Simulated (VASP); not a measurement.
# BN in VASP: further runs

Aim: see how the results for BN move with the level of theory and the settings. Levels: PBE, r2SCAN. Tasks: single point.

All numbers are computed with VASP 6.6.1; they aren't measurements. Logs are shortened: lines on timing, memory, paths and dates and some standing lists are left out, and cuts for length are marked.

**1. The cell of the first run**

Symmetry: P6_3mc, No. 186, hexagonal system. Conventional cell: a = 2.554 Å, b = 2.554 Å, c = 4.227 Å, α = 90.00°, β = 90.00°, γ = 120.00°. Within 2.1 Å of N (site symmetry 3m) lie 4 B at 1.57 to 1.58 Å. Within 2.1 Å of B (site symmetry 3m) lie 4 N at 1.57 to 1.58 Å.

**2. Single point, PBE**

File INCAR:

```
SYSTEM = BN
  ALGO = Normal
  EDIFF = 1E-6
  ENCUT = 600
  GGA = PE
  GGA_COMPAT = .False.
  ISIF = 2
  ISMEAR = -1
  LASPH = .True.
  LCHARG = .True.
  LELF = .True.
  LREAL = .False.
  LVHAR = .True.
  LWAVE = .False.
  NBANDS = 16
  NELM = 120
  PREC = Accurate
  SIGMA = 0.02
```

File KPOINTS:

```
k-points
0
Gamma
  12 12 6
  0 0 0
```

File POSCAR:

```
BN
1.0
    2.5539396017      0.0000000000      0.0000000000
   -1.2769698009      2.2117765748      0.0000000000
    0.0000000000      0.0000000000      4.2268550000
N B
2 2
Direct
    0.3333333333      0.6666666667      0.1252760000
    0.6666666667      0.3333333333      0.6252760000
    0.3333333333      0.6666666667      0.4997240000
    0.6666666667      0.3333333333      0.9997240000
```

Potentials or basis: VASP PAW PBE potentials, release 64 (N, B).

On the command line:

```
> cat potpaw_PBE.64/N/POTCAR potpaw_PBE.64/B/POTCAR > POTCAR
> mpirun -np 1 vasp_std > vasp.out
```

OUTCAR:

```text
SYSTEM = BN
   EDIFF = 1E-6
   ENCUT = 600
   GGA = PE
   ISIF = 2
   ISMEAR = -1
   LASPH = .True.
   LREAL = .False.
   NELM = 120
   PREC = Accurate

 ion  position               nearest neighbor table
   1  0.333  0.667  0.125-   4 1.57   4 1.57   4 1.57   3 1.58
   2  0.667  0.333  0.625-   3 1.57   3 1.57   3 1.57   4 1.58
   3  0.333  0.667  0.500-   2 1.57   2 1.57   2 1.57   1 1.58
   4  0.667  0.333  1.000-   1 1.57   1 1.57   1 1.57   2 1.58

  LATTYP: Found a hexagonal cell.
 ALAT       =     2.5539396017
 C/A-ratio  =     1.6550332659

  Lattice vectors:

 A1 = (   2.5539396017,   0.0000000000,   0.0000000000)
 A2 = (  -1.2769698009,   2.2117765748,   0.0000000000)
 A3 = (   0.0000000000,   0.0000000000,   4.2268550000)

Analysis of symmetry for initial positions (statically):
=====================================================================
 Subroutine PRICEL returns:
 Original cell was already a primitive cell.

 Routine SETGRP: Setting up the symmetry group for a
 hexagonal supercell.

 Subroutine GETGRP returns: Found 12 space group operations
 (whereof  6 operations were pure point group operations)
 out of a pool of 24 trial point group operations.

The static configuration has the point symmetry C_3v.
 The point group associated with its full space group is C_6v.

Analysis of symmetry for dynamics (positions and initial velocities):
=====================================================================
 Subroutine PRICEL returns:
 Original cell was already a primitive cell.

 Routine SETGRP: Setting up the symmetry group for a
 hexagonal supercell.

 Subroutine GETGRP returns: Found 12 space group operations
 (whereof  6 operations were pure point group operations)
 out of a pool of 24 trial point group operations.

The dynamic configuration has the point symmetry C_3v.
 The point group associated with its full space group is C_6v.

 Subroutine INISYM returns: Found 12 space group operations
 (whereof  6 operations are pure point group operations),
 and found     1 'primitive' translations

----------------------------------------------------------------------------------------

                                     Primitive cell

  volume of cell :      23.8764

  direct lattice vectors                    reciprocal lattice vectors
     2.553939602  0.000000000  0.000000000     0.391551938  0.226062617  0.000000000
    -1.276969801  2.211776575  0.000000000     0.000000000  0.452125233  0.000000000
     0.000000000  0.000000000  4.226855000     0.000000000  0.000000000  0.236582518

  length of vectors
     2.553939602  2.553939602  4.226855000     0.452125233  0.452125233  0.236582518

  position of ions in fractional coordinates (direct lattice)
     0.333333333  0.666666667  0.125276000
     0.666666667  0.333333333  0.625276000
     0.333333333  0.666666667  0.499724000
     0.666666667  0.333333333  0.999724000

  ion indices of the primitive-cell ions
   primitive index   ion index
                 1           1
                 2           2
                 3           3
                 4           4

----------------------------------------------------------------------------------------

 KPOINTS: k-points

Automatic generation of k-mesh.
 Grid dimensions read from file:
 generate k-points for:   12   12    6

 Generating k-lattice:

  Cartesian coordinates                     Fractional coordinates (reciprocal lattice)
     0.032629328  0.018838551  0.000000000     0.083333333  0.000000000  0.000000000
     0.000000000  0.037677103  0.000000000     0.000000000  0.083333333  0.000000000
     0.000000000  0.000000000  0.039430420     0.000000000  0.000000000  0.166666667

  Length of vectors
     0.037677103  0.037677103  0.039430420

  Shift w.r.t. Gamma in fractional coordinates (k-lattice)
     0.000000000  0.000000000  0.000000000

 Subroutine IBZKPT returns following result:
 ===========================================

 Found     76 irreducible k-points:

 Following reciprocal coordinates:
            Coordinates               Weight
  0.000000  0.000000  0.000000      1.000000
  0.083333  0.000000  0.000000      6.000000
  0.166667  0.000000  0.000000      6.000000
  0.250000  0.000000  0.000000      6.000000
  0.333333  0.000000  0.000000      6.000000
  0.416667  0.000000  0.000000      6.000000
[... 16 lines left out ...]
  0.250000  0.000000  0.166667     12.000000
  0.333333  0.000000  0.166667     12.000000
 [... further k-points ...]
   k-points           NKPTS =     76   k-points in BZ     NKDIM =     76   number of bands    NBANDS=     16
   number of dos      NEDOS =    301   number of ions     NIONS =      4
   total plane-waves  NPLWV =  14400
   dimension x,y,z NGX =    20 NGY =   20 NGZ =   36
   dimension x,y,z NGXF=    40 NGYF=   40 NGZF=   72
   ions per type =               2   2
   NGX,Y,Z   is equivalent  to a cutoff of  13.02, 13.02, 14.16 a.u.
   NGXF,Y,Z  is equivalent  to a cutoff of  26.04, 26.04, 28.32 a.u.
 SYSTEM =  BN
   PREC   = accura    normal or accurate (medium, high low for compatibility)
   ISTART =      0    job   : 0-new  1-cont  2-samecut
   ICHARG =      2    charge: 1-file 2-atom 10-const
   ISPIN  =      1    spin polarized calculation?
   LNONCOLLINEAR =      F non collinear calculations
   LSORBIT =      F    spin-orbit coupling
   LASPH  =      T    aspherical Exc in radial PAW
   ENCUT  =  600.0 eV  44.10 Ry    6.64 a.u.   5.10  5.10  8.44*2*pi/ulx,y,z
   NELM   =    120;   NELMIN=  2; NELMDL= -5     # of ELM steps
   EDIFF  = 0.1E-05   stopping-criterion for ELM
   LREAL  =      F    real-space projection
   EDIFFG = 0.1E-04   stopping-criterion for IOM
   NSW    =      0    number of steps for IOM
   IBRION =     -1    ionic relax: 0-MD 1-quasi-New 2-CG
   NFREE  =      0    steps in history (QN), initial steepest desc. (CG)
   ISIF   =      2    stress and relaxation
   ISYM   =      2    0-nonsym 1-usesym 2-fastsym
   POTIM  = 0.5000    time-step for ionic-motion
   TEBEG  =    0.0;   TEEND  =   0.0 temperature during run
   PSTRESS=    0.0 pullay stress
   NELECT =      16.0000    total number of electrons
   NUPDOWN=      -1.0000    fix difference up-down
   EMIN   =  10.00;   EMAX   =-10.00  energy-range for DOS
   EFERMI =   0.00;   METHOD = LEGACY
   ISMEAR =    -1;   SIGMA  =   0.02  broadening in eV -4-tet -1-fermi 0-gaus
   EFERMI_NEDOS =   21; number of points for ismear=-14 and -15
   IALGO  =     38    algorithm
   IMIX   =      4    mixing-type and parameters
     AMIX     =   0.40;   BMIX     =  1.00
     AMIX_MAG =   1.60;   BMIX_MAG =  1.00
  volume/ion in A,a.u.               =       5.97        40.28
  Fermi-wavevector in a.u.,A,eV,Ry     =   1.432600  2.707222 27.923836  2.052344
  Thomas-Fermi vector in A             =   2.552210
   LORBIT       =      0    0 simple, 1 ext, 2 COOP (PROOUT), +10 PAW based schemes
   GGA     = PE    functional components
   LHFCALC =     F    Hartree Fock is set to
   AEXX    =    0.0000 exact exchange contribution
   IVDW    =     0    specifies the selected vdW correction
   LEPSILON=     F    determine dielectric tensor
   LRPA    =     F    only Hartree local field effects (RPA)
 non-spin polarized calculation
  energy-cutoff  :      600.00
  volume of cell :       23.88
 maximum number of plane-waves:       807
   NGX = 11   NGY = 11   NGZ = 17

 number of electron      16.0000003 magnetization

 Free energy of the ion-electron system (eV)
  ---------------------------------------------------
  ext. energy  EPLUGINS =         0.00000000
  ---------------------------------------------------
  free energy    TOTEN  =       -34.83987561 eV

  energy without entropy =      -34.83987561  energy(sigma->0) =      -34.83987561

 E-fermi :   7.7870     XC(G=0): -12.7612

 val. band max:        7.4316873456   @ k =   0.0000   0.0000   0.0000
 cond. band min:      12.6281846178   @ k =   0.3333   0.3333   0.0000
 fundamental gap:      5.1964972722
 Fermi energy:         7.7870380058

 k-point     1 :       0.0000    0.0000    0.0000
  band No.  band energies     occupation
      1     -12.8574      2.00000
      2      -8.7579      2.00000
      3      -3.3946      2.00000
      4       5.3328      2.00000
      5       5.3328      2.00000
      6       7.1566      2.00000
[... 8 lines left out ...]
     15      19.2540      0.00000
     16      23.5080      0.00000

 k-point     2 :       0.0833    0.0000    0.0000
  band No.  band energies     occupation
      1     -12.7074      2.00000
      2      -8.6430      2.00000
      3      -3.2458      2.00000
      4       4.6443      2.00000
      5       5.0532      2.00000
      6       6.8580      2.00000
[... 8 lines left out ...]
     15      19.6893      0.00000
     16      23.2851      0.00000

 k-point     3 :       0.1667    0.0000    0.0000
  band No.  band energies     occupation
      1     -12.2624      2.00000
      2      -8.3144      2.00000
      3      -2.8053      2.00000
      4       2.9907      2.00000
      5       4.3966      2.00000
      6       5.4502      2.00000
[... 8 lines left out ...]
     15      20.8218      0.00000
     16      22.6480      0.00000

 k-point     4 :       0.2500    0.0000    0.0000
  band No.  band energies     occupation
      1     -11.5396      2.00000
      2      -7.8344      2.00000
      3      -2.0940      2.00000
      4       1.0336      2.00000
      5       3.6610      2.00000
      6       3.6920      2.00000
[... 8 lines left out ...]
     15      22.2859      0.00000
     16      22.7230      0.00000
[... 324 lines left out ...]
 k-point    22 :       0.1667    0.0000    0.1667
  band No.  band energies     occupation
      1     -12.1009      2.00000
      2      -8.8324      2.00000
      3      -2.0253      2.00000
      4       3.1341      2.00000
      5       4.5266      2.00000
      6       5.0117      2.00000
[... 8 lines left out ...]
     15      20.5111      0.00000
     16      22.6118      0.00000

 k-point    23 :       0.2500    0.0000    0.1667
  band No.  band energies     occupation
      1     -11.3832      2.00000
      2      -8.2942      2.00000
      3      -1.4591      2.00000
      4       1.2509      2.00000
      5       3.2620      2.00000
      6       3.7984      2.00000
[... 8 lines left out ...]
     15      21.9544      0.00000
     16      22.7899      0.00000

 k-point    24 :       0.3333    0.0000    0.1667
  band No.  band energies     occupation
      1     -10.4349      2.00000
      2      -7.7173      2.00000
      3      -1.3123      2.00000
      4       0.1227      2.00000
      5       1.4957      2.00000
      6       3.1836      2.00000
[... 8 lines left out ...]
     15      23.3217      0.00000
     16      23.5726      0.00000

 [... further k-points ...]

------------------------ aborting loop because EDIFF is reached ----------------------------------------

  FORCE on cell =-STRESS in cart. coord.  units (eV):
  Direction    XX          YY          ZZ          XY          YZ          ZX
  --------------------------------------------------------------------------------------
  -------------------------------------------------------------------------------------
  Total        0.0258958      0.0258958     -0.0878902     -0.0000000      0.0000000     -0.0000000
  in kB        1.7376802      1.7376802     -5.8976886     -0.0000000      0.0000000     -0.0000000
  external PRESSURE =      -0.8074427 kB  Pullay stress =       0.0000000 kB

 VOLUME and BASIS-vectors are now :
 -----------------------------------------------------------------------------
  energy-cutoff  :      600.00
  volume of cell :       23.88
      direct lattice vectors                 reciprocal lattice vectors
     2.553939602  0.000000000  0.000000000     0.391551938  0.226062617  0.000000000
    -1.276969801  2.211776575  0.000000000     0.000000000  0.452125233  0.000000000
     0.000000000  0.000000000  4.226855000     0.000000000  0.000000000  0.236582518

 POSITION                                       TOTAL-FORCE (eV/Angst)
 -----------------------------------------------------------------------------------
     -0.00000      1.47452      0.52952         0.000000     -0.000000     -0.014284
      1.27697      0.73726      2.64295        -0.000000     -0.000000     -0.014284
     -0.00000      1.47452      2.11226         0.000000      0.000000      0.014284
      1.27697      0.73726      4.22569         0.000000      0.000000      0.014284
 -----------------------------------------------------------------------------------
    total drift:                               -0.000000      0.000000      0.000225

  FREE ENERGIE OF THE ION-ELECTRON SYSTEM (eV)
  ---------------------------------------------------
  free  energy   TOTEN  =       -34.8398756098 eV

  energy  without entropy=      -34.8398756098  energy(sigma->0) =      -34.83987561
```

It took 13 s on 1 thread of Intel Xeon 6975P-C (Granite Rapids), shared host; peak memory 0.15 GiB.

What came out:

| Item | Value |
| --- | --- |
| Free energy | -34.8399 eV |
| Pressure | -0.1 GPa |
| Largest force | 0.014 eV/Å |
| Band gap on the k mesh | 5.20 eV (least direct gap 8.23 eV) |

Forces in eV/Å, atoms in the order of the input:
```
N    0.000  0.000 -0.014
N    0.000  0.000 -0.014
B    0.000  0.000  0.014
B    0.000  0.000  0.014
```

Levels at points of the mesh, in eV from the valence-band top:
```csv
k point,band 6,band 7,band 8,band 9,band 10,band 11
"(0.00, 0.00, 0.00)",-0.28,0.00,0.00,8.33,8.33,8.53
"(0.50, 0.00, 0.00)",-4.93,-4.37,-2.09,6.68,7.93,10.55
"(0.00, 0.00, 0.50)",-1.16,-1.16,-1.16,9.41,9.41,9.88
"(0.50, 0.00, 0.50)",-3.73,-3.55,-3.55,6.55,6.55,9.97
```

A k mesh can miss the band edges.

**3. Single point, r2SCAN**

POSCAR is that of step 2.

File INCAR.step1:

```
ALGO = Normal
EDIFF = 1E-5
ENCUT = 660
GGA = PE
GGA_COMPAT = F
ISMEAR = 0
LASPH = T
LCHARG = F
LREAL = F
LWAVE = T
NBANDS = 16
NELM = 120
PREC = Accurate
SIGMA = 0.01
```

File INCAR.step2:

```
ALGO = Normal
EDIFF = 1E-6
ENCUT = 660
GGA_COMPAT = F
ISIF = 2
ISMEAR = 0
ISTART = 1
LASPH = T
LCHARG = F
LMIXTAU = T
LREAL = F
LWAVE = F
METAGGA = R2SCAN
NBANDS = 16
NELM = 120
PREC = Accurate
SIGMA = 0.01
```

File KPOINTS:

```
k-points
0
Gamma
  12 12 6
```

Potentials or basis: VASP PAW PBE potentials, release 64 (N, B).

On the command line:

```
> cat potpaw_PBE.64/N/POTCAR potpaw_PBE.64/B/POTCAR > POTCAR
> cp INCAR.step1 INCAR
> mpirun -np 1 vasp_std > vasp.out
> cp INCAR.step2 INCAR
> mpirun -np 1 vasp_std > vasp.out
```

It took 49 s on 1 thread of Intel Xeon 6975P-C (Granite Rapids), shared host; peak memory 0.17 GiB.

It converged, with:

| Quantity | Value |
| --- | --- |
| Free energy | -38.2707 eV |
| Pressure | -3.6 GPa |
| Largest force | 0.021 eV/Å |
| Band gap on the k mesh | 5.72 eV (least direct gap 8.92 eV) |

Forces on the atoms (eV/Å):
```
N    0.000  0.000 -0.021
N    0.000  0.000 -0.021
B    0.000  0.000  0.021
B    0.000  0.000  0.021
```

Stress tensor (GPa, compression positive):
```
-3.39  0.00  0.00
 0.00 -3.39  0.00
 0.00  0.00 -4.05
```

Levels at points of the mesh, in eV from the valence-band top:
| k point | band 4 | band 5 | band 6 | band 7 | band 8 | band 9 | band 10 | band 11 | band 12 | band 13 |
| --- | --- | --- | --- | --- | --- | --- | --- | --- | --- | --- |
| (0.00, 0.00, 0.00) | -2.18 | -2.18 | -0.28 | 0.00 | 0.00 | 9.02 | 9.02 | 9.22 | 10.07 | 11.36 |
| (0.50, 0.00, 0.00) | -8.09 | -7.14 | -5.13 | -4.48 | -2.17 | 7.25 | 8.55 | 11.30 | 12.09 | 13.70 |
| (0.00, 0.00, 0.50) | -5.92 | -1.20 | -1.20 | -1.20 | -1.20 | 10.13 | 10.13 | 10.62 | 10.62 | 10.62 |
| (0.50, 0.00, 0.50) | -10.33 | -3.87 | -3.87 | -3.69 | -3.69 | 7.14 | 7.14 | 10.63 | 10.63 | 15.18 |

Caveat: the cell stands under tension; the PAW data sets were made with another functional, which shifts forces and pressure a little. A k mesh can miss the band edges.

**4. Single point, r2SCAN**

This run uses another cell than the first one, of 5.73 Å³/atom.

File POSCAR:

```
BN
1.0
    2.5194226731      0.0000000000      0.0000000000
   -1.2597113366      2.1818840378      0.0000000000
    0.0000000000      0.0000000000      4.1697283350
N B
2 2
Direct
    0.3333333333      0.6666666667      0.1252760000
    0.6666666667      0.3333333333      0.6252760000
    0.3333333333      0.6666666667      0.4997240000
    0.6666666667      0.3333333333      0.9997240000
```

File INCAR.step1:

```
  PREC = Accurate
  ENCUT = 910
  ISMEAR = -1
  SIGMA = 0.05
  LREAL = F
  LASPH = T
  NELM = 120
  NBANDS = 16
  GGA = PE
  ALGO = Normal
  EDIFF = 1E-5
  LWAVE = T
  LCHARG = F
  GGA_COMPAT = F
```

File INCAR.step2:

```
  PREC = Accurate
  ENCUT = 910
  EDIFF = 1E-6
  ISMEAR = -1
  SIGMA = 0.05
  LREAL = F
  LASPH = T
  NELM = 120
  ALGO = Normal
  ISIF = 2
  LWAVE = F
  LCHARG = T
  METAGGA = R2SCAN
  LMIXTAU = T
  LELF = T
  LVHAR = T
  NBANDS = 16
  ISTART = 1
  GGA_COMPAT = F
```

File KPOINTS:

```
Automatic mesh
0
Gamma
  12 12 6
```

Potentials or basis: VASP PAW PBE potentials, release 64 (N_h, B_h).

On the command line:

```
> cat potpaw_PBE.64/N_h/POTCAR potpaw_PBE.64/B_h/POTCAR > POTCAR
> cp INCAR.step1 INCAR
> mpirun -np 1 vasp_std > vasp.out
> cp INCAR.step2 INCAR
> mpirun -np 1 vasp_std > vasp.out
```

Run time: 3.5 min. Hardware: 1 thread of AMD EPYC 9R45 (Zen 5), shared host; peak memory 0.18 GiB.

It converged, with:

```yaml
Free_energy: -38.2986 eV
Pressure: 11.1 GPa
Largest_force: 0.005 eV/Å
Band_gap_on_the_k_mesh: 5.68 eV (least direct gap 9.15 eV)
```

Forces in eV/Å, atoms in the order of the input:
```
N    0.000  0.000  0.005
N    0.000  0.000  0.005
B    0.000  0.000 -0.005
B    0.000  0.000 -0.005
```

Stress tensor (GPa, compression positive):
```
11.26  0.00  0.00
 0.00 11.26  0.00
 0.00  0.00 10.80
```

Levels at points of the mesh, in eV from the valence-band top:
```tsv
k point	band 6	band 7	band 8	band 9	band 10	band 11
(0.00, 0.00, 0.00)	-0.29	0.00	0.00	9.22	9.22	9.48
(0.50, 0.00, 0.00)	-5.33	-4.68	-2.26	7.42	8.70	11.55
(0.00, 0.00, 0.50)	-1.25	-1.25	-1.25	10.54	10.54	10.87
(0.50, 0.00, 0.50)	-4.03	-3.83	-3.83	7.32	7.32	10.92
```

Caveat: the cutoff is under 1.25 times the usual one of these potentials, so pressure, stress and relaxed cells hold a basis-set (Pulay) error; the cell stands under pressure; the PAW data sets were made with another functional, which shifts forces and pressure a little.

[end of part 1 of 2]
